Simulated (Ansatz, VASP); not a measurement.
**Two plane-wave programs on SnO2**

```
CELL_PARAMETERS angstrom
4.72013 0.00000 0.00000
0.00000 4.72063 0.00000
0.00000 0.00000 3.18882
ATOMIC_POSITIONS crystal
Sn 0.50000 0.50000 0.50000
Sn 0.00000 0.00000 0.00000
O 0.34629 0.26587 0.00000
O 0.84629 0.23413 0.50000
O 0.15371 0.76587 0.50000
O 0.65371 0.73413 0.00000
```

Change from the starting cell: mode 4 frozen in at +0.269 Å and mode 7 at +0.000 Å (largest displacements).

Alike in both runs: task single point; functional LDA; k mesh 6 × 6 × 8; occupations gaussian, width 0.05 eV; no spin polarisation.

|  | VASP | Ansatz |
| --- | --- | --- |
| version | VASP 6.6.1 | Ansatz 0.2.0 |
| potentials or method | VASP PAW LDA potentials, release 64 (Sn_d, O), cutoff 520 eV | scalar-relativistic, plane waves, PAW |
| valence electrons in the cell | 52 | 52 |

```tsv
	VASP	Ansatz	Ansatz less VASP
gap on the k mesh at the Fermi level (eV)	1.47	1.45	-0.018
least direct gap on the mesh (eV)	1.57	1.56	-0.012
pressure (GPa)	-2.2	-3.4	-1.28
traceless stress, the component that is largest in VASP (GPa)	-1.33	-1.22	+0.114
rms of the force components (eV/Å)	0.169	0.182	+0.0131
```

Ansatz warns that its potentials were made for another functional, while VASP's fit it. LDA's correlation is that of Perdew and Zunger in VASP and of Perdew and Wang (1992) in Ansatz. Atom by atom the forces differ by 0.014 eV/Å (rms over components).
